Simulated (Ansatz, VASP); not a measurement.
## Ta: VASP beside Ansatz

```
Ta
1.0
     5.28978    0.00000    0.00000
     0.00000    5.28978    0.00000
     0.00000    0.00000    5.28978
Ta
8
Cartesian
  2.6449 2.6449 2.6449
  0.0000 0.0000 0.0000
  1.3224 0.0000 2.6449
  2.6449 1.3224 0.0000
  2.6449 3.9673 0.0000
  3.9673 0.0000 2.6449
  0.0000 2.6449 3.9673
  0.0000 2.6449 1.3224
```

Alike in both runs: functional r2SCAN; k mesh 8 × 8 × 8; occupations gaussian, width 0.1 eV; no spin polarisation.

Ansatz relaxed the structure, and its values are those at the end. VASP's run is a single point on that final structure, the one shown.

|  | VASP | Ansatz |
| --- | --- | --- |
| version | VASP 6.6.1 | Ansatz 0.2.0 |
| potentials or method | VASP PAW PBE potentials, release 64 (Ta_pv), cutoff 520 eV | scalar-relativistic, plane waves, PAW |
| valence electrons in the cell | 88 | 104 |

```csv
,VASP,Ansatz,Ansatz less VASP
gap on the k mesh at the Fermi level (eV),none,none,-
pressure (GPa),0.6,0.0,-0.59
```

VASP's potentials were made for PBE, not for r2SCAN. A gap of «none» marks a metal or a gap that the smearing closes. VASP's potentials hold 88 valence electrons a cell and Ansatz's 104, so a difference there can come from the potentials and not from the codes.

Neither program's run includes spin-orbit coupling.
